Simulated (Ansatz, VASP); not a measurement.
# One calculation of Si3N4, two programs

```
Si N
1.0
     7.52961    0.00000    0.00000
    -3.76480    6.52083    0.00000
     0.00000    0.00000    2.91802
Si N
6 8
Cartesian
  -1.3669 5.3856 2.1885
  2.1821 1.5090 0.7295
  3.9806 3.8766 0.7295
  -0.2158 2.6442 2.1885
  1.5827 5.0118 2.1885
  5.1317 1.1352 0.7295
  0.0000 4.3472 2.1885
  3.7648 2.1736 0.7295
  4.7720 4.3685 2.1885
  -1.3972 6.3169 0.7295
  2.4044 4.5724 0.7295
  1.3604 1.9484 2.1885
  -1.0072 2.1523 0.7295
  5.1620 0.2039 2.1885
```

Change from the starting cell: epitaxial_xy strain -1.0%.

Alike in both runs: task single point; functional r2SCAN; k mesh 6 × 6 × 8; no spin polarisation.

|  | VASP | Ansatz |
| --- | --- | --- |
| version | VASP 6.6.1 | Ansatz 0.2.0 |
| potentials or method | VASP PAW PBE potentials, release 64 (Si, N) | plane waves, PAW |
| plane-wave cutoff (eV) | 520 | 500 |
| occupations | gaussian, width 0.01 eV | fixed |
| valence electrons in the cell | 64 | 64 |

|  | VASP | Ansatz | Ansatz less VASP |
| --- | --- | --- | --- |
| gap on the k mesh at the Fermi level (eV) | 4.83 | 4.84 | +0.010 |
| pressure (GPa) | 3.9 | 4.0 | +0.16 |
| traceless stress, the component that is largest in VASP (GPa) | -4.09 | -4.01 | +0.074 |

VASP's potentials were made for PBE, not for r2SCAN.
